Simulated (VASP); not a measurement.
# Sn2PbO3 (P4/nmm) in VASP: notebook

The runs below take Sn2PbO3 through single point, with PBE.

All numbers are computed with VASP 6.6.1; they aren't measurements. Logs are shortened: lines on timing, memory, paths and dates and some standing lists are left out, and cuts for length are marked.

## 1. The cell of the first run

The structure is tetragonal, space group P4/nmm (No. 129). The conventional cell has a = 3.921 Å, b = 3.921 Å, c = 15.169 Å, α = 90.00°, β = 90.00°, γ = 90.00°. Within 3.0 Å of Sn (site symmetry 4mm) lie 4 O at 2.26 Å. Sn (site symmetry 4mm) has 4 O at 2.27 Å within 3.0 Å. Pb (site symmetry 4mm) has 4 O at 2.32 Å within 3.1 Å. Within 3.0 Å of O (site symmetry 2mm) lie 2 Sn at 2.26 Å and 2 Pb at 2.32 Å and 4 O at 2.77 Å. O (site symmetry -4m2) has 4 Sn at 2.27 Å and 4 O at 2.77 Å within 3.0 Å.

## 2. Single point, PBE

INCAR

```
  PREC = Accurate
  ENCUT = 600
  EDIFF = 1E-6
  ISMEAR = 0
  SIGMA = 0.15
  LREAL = F
  LASPH = T
  NELM = 120
  ALGO = Normal
  ISIF = 2
  LWAVE = F
  LCHARG = F
  GGA = PE
  NBANDS = 72
  GGA_COMPAT = F
```

KPOINTS

```
Automatic mesh
0
Gamma
  3 3 1
```

POSCAR

```
Sn2PbO3
1.0
    3.9214174820      0.0000000000      0.0000000000
    0.0000000000      3.9214174820      0.0000000000
    0.0000000000      0.0000000000     15.1686397538
Sn Pb O
4 2 6
Direct
    0.0000000000      0.5000000000      0.7569341555
    0.5000000000      0.0000000000      0.9249308983
    0.0000000000      0.5000000000      0.0750691017
    0.5000000000      0.0000000000      0.2430658445
    0.5000000000      0.0000000000      0.6002635036
    0.0000000000      0.5000000000      0.3997364964
    0.5000000000      0.5000000000      0.6822116006
    0.0000000000      0.0000000000      0.6822116006
    0.5000000000      0.5000000000      0.0000000000
    0.0000000000      0.0000000000      0.0000000000
    0.0000000000      0.0000000000      0.3177883994
    0.5000000000      0.5000000000      0.3177883994
```

Potentials or basis: VASP PAW PBE potentials, release 64 (Sn_d, Pb_d, O).

On the command line:

```
cat potpaw_PBE.64/Sn_d/POTCAR potpaw_PBE.64/Pb_d/POTCAR potpaw_PBE.64/O/POTCAR > POTCAR
mpirun -np 1 vasp_std > vasp.out
```

OUTCAR:

```text
PREC = Accurate
   ENCUT = 600
   EDIFF = 1E-6
   ISMEAR = 0
   LREAL = F
   LASPH = T
   NELM = 120
   ISIF = 2
   GGA = PE

 ion  position               nearest neighbor table
   1  0.000  0.500  0.757-   7 2.26   8 2.26   8 2.26   7 2.26   5 3.65   5 3.65   5 3.65   5 3.65

   2  0.500  0.000  0.925-   9 2.27  10 2.27   9 2.27  10 2.27   3 3.59   3 3.59   3 3.59   3 3.59

   3  0.000  0.500  0.075-   9 2.27  10 2.27  10 2.27   9 2.27   2 3.59   2 3.59   2 3.59   2 3.59

   4  0.500  0.000  0.243-  11 2.26  12 2.26  12 2.26  11 2.26   6 3.65   6 3.65   6 3.65   6 3.65

   5  0.500  0.000  0.600-   7 2.32   8 2.32   7 2.32   8 2.32   1 3.65   1 3.65   1 3.65   1 3.65
                             6 4.12   6 4.12   6 4.12   6 4.12
   6  0.000  0.500  0.400-  11 2.32  12 2.32  11 2.32  12 2.32   4 3.65   4 3.65   4 3.65   4 3.65
                             5 4.12   5 4.12   5 4.12   5 4.12
   7  0.500  0.500  0.682-   1 2.26   1 2.26   5 2.32   5 2.32
   8  0.000  0.000  0.682-   1 2.26   1 2.26   5 2.32   5 2.32
   9  0.500  0.500  0.000-   2 2.27   3 2.27   2 2.27   3 2.27
  10  0.000  0.000  0.000-   2 2.27   3 2.27   3 2.27   2 2.27
  11  0.000  0.000  0.318-   4 2.26   4 2.26   6 2.32   6 2.32
  12  0.500  0.500  0.318-   4 2.26   4 2.26   6 2.32   6 2.32

  LATTYP: Found a simple tetragonal cell.
 ALAT       =     3.9214174820
 C/A-ratio  =     3.8681522239

  Lattice vectors:

 A1 = (   3.9214174820,   0.0000000000,   0.0000000000)
 A2 = (   0.0000000000,   3.9214174820,   0.0000000000)
 A3 = (   0.0000000000,   0.0000000000,  15.1686397538)

Analysis of symmetry for initial positions (statically):
=====================================================================
 Subroutine PRICEL returns:
 Original cell was already a primitive cell.

 Routine SETGRP: Setting up the symmetry group for a
 simple tetragonal supercell.

 Subroutine GETGRP returns: Found 16 space group operations
 (whereof  8 operations were pure point group operations)
 out of a pool of 16 trial point group operations.

The static configuration has the point symmetry D_2d.
 The point group associated with its full space group is D_4h.

Analysis of symmetry for dynamics (positions and initial velocities):
=====================================================================
 Subroutine PRICEL returns:
 Original cell was already a primitive cell.

 Routine SETGRP: Setting up the symmetry group for a
 simple tetragonal supercell.

[... 114 lines left out ...]
   NELECT =     120.0000    total number of electrons
   NUPDOWN=      -1.0000    fix difference up-down
   EMIN   =  10.00;   EMAX   =-10.00  energy-range for DOS
   EFERMI =   0.00;   METHOD = LEGACY
   ISMEAR =     0;   SIGMA  =   0.15  broadening in eV -4-tet -1-fermi 0-gaus
   EFERMI_NEDOS =   21; number of points for ismear=-14 and -15
   IALGO  =     38    algorithm
   IMIX   =      4    mixing-type and parameters
     AMIX     =   0.40;   BMIX     =  1.00
     AMIX_MAG =   1.60;   BMIX_MAG =  1.00
  volume/ion in A,a.u.               =      19.44       131.17
  Fermi-wavevector in a.u.,A,eV,Ry     =   1.311770  2.478886 23.412091  1.720740
  Thomas-Fermi vector in A             =   2.442208
   LORBIT       =      0    0 simple, 1 ext, 2 COOP (PROOUT), +10 PAW based schemes
   GGA     = PE    functional components
   LHFCALC =     F    Hartree Fock is set to
   AEXX    =    0.0000 exact exchange contribution
   IVDW    =     0    specifies the selected vdW correction
   LEPSILON=     F    determine dielectric tensor
   LRPA    =     F    only Hartree local field effects (RPA)
 non-spin polarized calculation
 Gauss-broadening in eV      SIGMA  =   0.15
  energy-cutoff  :      600.00
  volume of cell :      233.26
 maximum number of plane-waves:      7807
 NGX is ok and might be reduce to    32
   NGX = 15   NGY = 15   NGZ = 61

 number of electron     119.9999940 magnetization

 Free energy of the ion-electron system (eV)
  ---------------------------------------------------
  ext. energy  EPLUGINS =         0.00000000
  ---------------------------------------------------
  free energy    TOTEN  =       -66.88496257 eV

  energy without entropy =      -66.88496257  energy(sigma->0) =      -66.88496257

 E-fermi :   6.4670     XC(G=0):  -9.7771

 val. band max:        5.8080273818   @ k =   0.0000   0.0000   0.0000
 cond. band min:       7.1266065210   @ k =   0.0000   0.0000   0.0000
 fundamental gap:      1.3185791392
 Fermi energy:         6.4670243300

 k-point     1 :       0.0000    0.0000    0.0000
  band No.  band energies     occupation
      1     -15.5929      2.00000
      2     -15.4392      2.00000
      3     -15.4386      2.00000
      4     -15.2478      2.00000
      5     -15.2478      2.00000
      6     -15.2478      2.00000
[... 214 lines left out ...]
     71      10.8062      0.00000
     72      11.1463      0.00000

------------------------ aborting loop because EDIFF is reached ----------------------------------------

  FORCE on cell =-STRESS in cart. coord.  units (eV):
  Direction    XX          YY          ZZ          XY          YZ          ZX
  --------------------------------------------------------------------------------------
  -------------------------------------------------------------------------------------
  Total        0.4858372      0.4858372      0.8591780      0.0000000     -0.0000000      0.0000000
  in kB        3.3370952      3.3370952      5.9014797      0.0000000     -0.0000000      0.0000000
  external PRESSURE =       4.1918900 kB  Pullay stress =       0.0000000 kB

 VOLUME and BASIS-vectors are now :
 -----------------------------------------------------------------------------
  energy-cutoff  :      600.00
  volume of cell :      233.26
      direct lattice vectors                 reciprocal lattice vectors
     3.921417482  0.000000000  0.000000000     0.255009829  0.000000000  0.000000000
     0.000000000  3.921417482  0.000000000     0.000000000  0.255009829  0.000000000
     0.000000000  0.000000000 15.168639754     0.000000000  0.000000000  0.065925489

 POSITION                                       TOTAL-FORCE (eV/Angst)
 -----------------------------------------------------------------------------------
      0.00000      1.96071     11.48166        -0.000000     -0.000000      0.080232
      1.96071      0.00000     14.02994        -0.000000     -0.000000     -0.071287
      0.00000      1.96071      1.13870        -0.000000     -0.000000      0.071287
      1.96071      0.00000      3.68698        -0.000000      0.000000     -0.080232
      1.96071      0.00000      9.10518        -0.000000     -0.000000     -0.057993
      0.00000      1.96071      6.06346        -0.000000     -0.000000      0.057993
      1.96071      1.96071     10.34822        -0.000000     -0.000000     -0.008527
      0.00000      0.00000     10.34822        -0.000000     -0.000000     -0.008527
      1.96071      1.96071      0.00000         0.000000     -0.000000     -0.000000
      0.00000      0.00000      0.00000        -0.000000      0.000000     -0.000000
      0.00000      0.00000      4.82042        -0.000000     -0.000000      0.008527
      1.96071      1.96071      4.82042        -0.000000      0.000000      0.008527
 -----------------------------------------------------------------------------------
    total drift:                                0.000000      0.000000      0.000000

  FREE ENERGIE OF THE ION-ELECTRON SYSTEM (eV)
  ---------------------------------------------------
  free  energy   TOTEN  =       -66.8849625727 eV

  energy  without entropy=      -66.8849625726  energy(sigma->0) =      -66.88496257
```

Run time: 45 s. Hardware: 1 thread of Intel Xeon 6975P-C (Granite Rapids), shared host; peak memory 0.37 GiB.

Results:

```yaml
Free_energy: -66.8850 eV
Pressure: 0.4 GPa
Largest_force: 0.080 eV/Å
Band_gap_on_the_k_mesh: 1.32 eV
```

Forces on the atoms (eV/Å):
```
Sn   0.000  0.000  0.080
Sn   0.000  0.000 -0.071
Sn   0.000  0.000  0.071
Sn   0.000  0.000 -0.080
Pb   0.000  0.000 -0.058
Pb   0.000  0.000  0.058
O    0.000  0.000 -0.009
O    0.000  0.000 -0.009
O    0.000  0.000  0.000
O    0.000  0.000  0.000
O    0.000  0.000  0.009
O    0.000  0.000  0.009
```

Stress tensor (GPa, compression positive):
```
0.33 0.00 0.00
0.00 0.33 0.00
0.00 0.00 0.59
```

Caveat: the k points lie up to 0.53 Å⁻¹ apart; spin-orbit coupling is left out, which moves the levels of the heavy elements; an odd mesh through Γ misses points on the zone boundary, where band edges can lie.

## 3. Single point, PBE

This run uses another cell than the first one, of 19.39 Å³/atom.

INCAR

```
SYSTEM = Sn2PbO3
PREC = Accurate ; ENCUT = 600
EDIFF = 1E-6 ; ISMEAR = 0
SIGMA = 0.15 ; LREAL = .FALSE.
LASPH = .TRUE. ; NELM = 120
ALGO = Normal ; ISIF = 2
LWAVE = .FALSE. ; LCHARG = .FALSE.
GGA = PE ; NBANDS = 72
GGA_COMPAT = .FALSE.
```

KPOINTS

```
regular mesh
0
G
  3 3 1
  0 0 0
```

POSCAR

```
Sn2PbO3
1.0
    3.9227306108      0.0000000000      0.0000000000
    0.0000000000      3.9227306108      0.0000000000
    0.0000000000      0.0000000000     15.1206325445
Sn Pb O
4 2 6
Direct
    0.5000000000      0.0000000000      0.5843258500
    0.5000000000      0.0000000000      0.9246697590
    0.0000000000      0.5000000000      0.0753302410
    0.0000000000      0.5000000000      0.4156741500
    0.0000000000      0.5000000000      0.7417227285
    0.5000000000      0.0000000000      0.2582772715
    0.5000000000      0.5000000000      0.6593230821
    0.0000000000      0.0000000000      0.6593230821
    0.5000000000      0.5000000000      0.0000000000
    0.0000000000      0.0000000000      0.0000000000
    0.0000000000      0.0000000000      0.3406769179
    0.5000000000      0.5000000000      0.3406769179
```

Potentials or basis: VASP PAW PBE potentials, release 64 (Sn_d, Pb_d, O).

On the command line:

```
cat potpaw_PBE.64/Sn_d/POTCAR potpaw_PBE.64/Pb_d/POTCAR potpaw_PBE.64/O/POTCAR > POTCAR
mpirun -np 1 vasp_std > vasp.out
```

OUTCAR:

```text
SYSTEM = Sn2PbO3
   PREC = Accurate
   ENCUT = 600
   EDIFF = 1E-6
   ISMEAR = 0
   LREAL = .FALSE.
   LASPH = .TRUE.
   NELM = 120
   ISIF = 2
   GGA = PE

 ion  position               nearest neighbor table
   1  0.500  0.000  0.584-   7 2.27   8 2.27   7 2.27   8 2.27   5 3.65   5 3.65   5 3.65   5 3.65

   2  0.500  0.000  0.925-   9 2.27  10 2.27   9 2.27  10 2.27   3 3.59   3 3.59   3 3.59   3 3.59
                             5 3.92   5 3.92   5 3.92   5 3.92
   3  0.000  0.500  0.075-   9 2.27  10 2.27  10 2.27   9 2.27   2 3.59   2 3.59   2 3.59   2 3.59
                             6 3.92   6 3.92   6 3.92   6 3.92
   4  0.000  0.500  0.416-  11 2.27  12 2.27  11 2.27  12 2.27   6 3.65   6 3.65   6 3.65   6 3.65

[... 441 lines left out ...]
  volume of cell :      232.67
      direct lattice vectors                 reciprocal lattice vectors
     3.922730611  0.000000000  0.000000000     0.254924464  0.000000000  0.000000000
     0.000000000  3.922730611  0.000000000     0.000000000  0.254924464  0.000000000
     0.000000000  0.000000000 15.120632544     0.000000000  0.000000000  0.066134799

 POSITION                                       TOTAL-FORCE (eV/Angst)
 -----------------------------------------------------------------------------------
      1.96137      0.00000      8.83538        -0.000000      0.000000     -0.034051
      1.96137      0.00000     13.98159         0.000000      0.000000     -0.057666
      0.00000      1.96137      1.13904        -0.000000      0.000000      0.057666
      0.00000      1.96137      6.28526         0.000000      0.000000      0.034051
      0.00000      1.96137     11.21532         0.000000      0.000000      0.034789
      1.96137      0.00000      3.90532         0.000000      0.000000     -0.034789
      1.96137      1.96137      9.96938         0.000000      0.000000     -0.003890
      0.00000      0.00000      9.96938         0.000000      0.000000     -0.003890
      1.96137      1.96137      0.00000         0.000000     -0.000000     -0.000000
      0.00000      0.00000      0.00000         0.000000      0.000000     -0.000000
      0.00000      0.00000      5.15125         0.000000     -0.000000      0.003890
      1.96137      1.96137      5.15125        -0.000000     -0.000000      0.003890
 -----------------------------------------------------------------------------------
    total drift:                                0.000000      0.000000      0.000000

  FREE ENERGIE OF THE ION-ELECTRON SYSTEM (eV)
  ---------------------------------------------------
  free  energy   TOTEN  =       -66.8455895152 eV

  energy  without entropy=      -66.8455895146  energy(sigma->0) =      -66.84558951
```

stdout:

```text
POSCAR found type information on POSCAR SnPbO
 POSCAR found :  3 types and      12 ions
 scaLAPACK will be used
 LDA part: xc-table for (Slater+PW92), standard interpolation
 POSCAR, INCAR and KPOINTS ok, starting setup
 FFT: planning ... GRIDC
 FFT: planning ... GRID_SOFT
 FFT: planning ... GRID
 WAVECAR not read
 entering main loop
```

It took 46 s on 1 thread of Intel Xeon 6975P-C (Granite Rapids), shared host; peak memory 0.37 GiB.

What came out:

```yaml
Free_energy: -66.8456 eV
Pressure: 0.4 GPa
Largest_force: 0.058 eV/Å
Band_gap_on_the_k_mesh: 1.25 eV
```

Forces in eV/Å, atoms in the order of the input:
```
Sn   0.000  0.000 -0.034
Sn   0.000  0.000 -0.058
Sn   0.000  0.000  0.058
Sn   0.000  0.000  0.034
Pb   0.000  0.000  0.035
Pb   0.000  0.000 -0.035
O    0.000  0.000 -0.004
O    0.000  0.000 -0.004
O    0.000  0.000  0.000
O    0.000  0.000  0.000
O    0.000  0.000  0.004
O    0.000  0.000  0.004
```

Caveat: the k points lie up to 0.53 Å⁻¹ apart; spin-orbit coupling is left out, which moves the levels of the heavy elements; an odd mesh through Γ misses points on the zone boundary, where band edges can lie.

## 4. Single point, PBE

INCAR

```
SYSTEM = Sn2PbO3
PREC = Accurate
ENCUT = 600
EDIFF = 1E-6
ISMEAR = 0
SIGMA = 0.15
LREAL = .False.
LASPH = .True.
NELM = 120
ALGO = Normal
ISIF = 2
LWAVE = .False.
LCHARG = .False.
GGA = PE
NBANDS = 72
GGA_COMPAT = .False.
```

KPOINTS

```
Automatic mesh
0
Gamma
  3 3 1
  0 0 0
```

POSCAR

```
Sn2PbO3
1.0
    3.9232931095      0.0000000000      0.0000000000
    0.0000000000      3.9232931095      0.0000000000
    0.0000000000      0.0000000000     15.1684959550
Sn Pb O
4 2 6
Direct
    0.5000000000      0.0000000000      0.5836086830
    0.0000000000      0.5000000000      0.7338143351
    0.0000000000      0.5000000000      0.4163913170
    0.5000000000      0.0000000000      0.2661856649
    0.5000000000      0.0000000000      0.9184238793
    0.0000000000      0.5000000000      0.0815761207
    0.5000000000      0.5000000000      0.6587792883
    0.0000000000      0.0000000000      0.6587792883
    0.5000000000      0.5000000000      0.0000000000
    0.0000000000      0.0000000000      0.0000000000
    0.0000000000      0.0000000000      0.3412207117
    0.5000000000      0.5000000000      0.3412207117
```

On the command line:

```
cat potpaw_PBE.64/Sn_d/POTCAR potpaw_PBE.64/Pb_d/POTCAR potpaw_PBE.64/O/POTCAR > POTCAR
mpirun -np 1 vasp_std > vasp.out
```

It took 46 s on 1 thread of Intel Xeon 6975P-C (Granite Rapids), shared host; peak memory 0.37 GiB.

It converged, with:

| Item | Value |
| --- | --- |
| Free energy | -66.8461 eV |
| Pressure | 0.4 GPa |
| Largest force | 0.070 eV/Å |
| Band gap on the k mesh | 1.62 eV |

Forces on the atoms (eV/Å):
```
Sn   0.000  0.000 -0.070
Sn   0.000  0.000  0.056
Sn   0.000  0.000  0.070
Sn   0.000  0.000 -0.056
Pb   0.000  0.000 -0.042
Pb   0.000  0.000  0.042
O    0.000  0.000  0.002
O    0.000  0.000  0.002
O    0.000  0.000  0.000
O    0.000  0.000  0.000
O    0.000  0.000 -0.002
O    0.000  0.000 -0.002
```

Stress tensor (GPa, compression positive):
```
0.38 0.00 0.00
0.00 0.38 0.00
0.00 0.00 0.53
```

Levels at points of the mesh, in eV from the valence-band top:
```csv
k point,band 58,band 59,band 60,band 61,band 62,band 63
"(0.00, 0.00, 0.00)",-1.06,-0.80,0.00,1.62,1.84,2.02
```

Caveat: the k points lie up to 0.53 Å⁻¹ apart; spin-orbit coupling is left out, which moves the levels of the heavy elements; an odd mesh through Γ misses points on the zone boundary, where band edges can lie.

## 5. Overview

```tsv
cell	gap on the mesh (eV)	pressure (GPa)	largest force (eV/Å)
a = 3.921, b = 3.921, c = 15.169 Å, 12 atoms, atomic positions A	1.32	0.4	0.08
a = 3.923, b = 3.923, c = 15.121 Å, 12 atoms, atomic positions B	1.25	0.4	0.06
a = 3.923, b = 3.923, c = 15.168 Å, 12 atoms, atomic positions C	1.62	0.4	0.07
```

Alike in all rows: task single point; level PBE; potentials or basis VASP PAW PBE potentials, release 64 (Sn_d, Pb_d, O); no spin polarisation; k mesh 3 × 3 × 1; cutoff (eV) 600; smearing gaussian 0.15 eV.

Caveats: all runs use coarse meshes; spin-orbit coupling is left out, which moves the levels of the heavy elements; an odd mesh through Γ misses points on the zone boundary, where band edges can lie.

Total energies depend on the potentials used, so only differences within one code and one set of settings carry meaning.
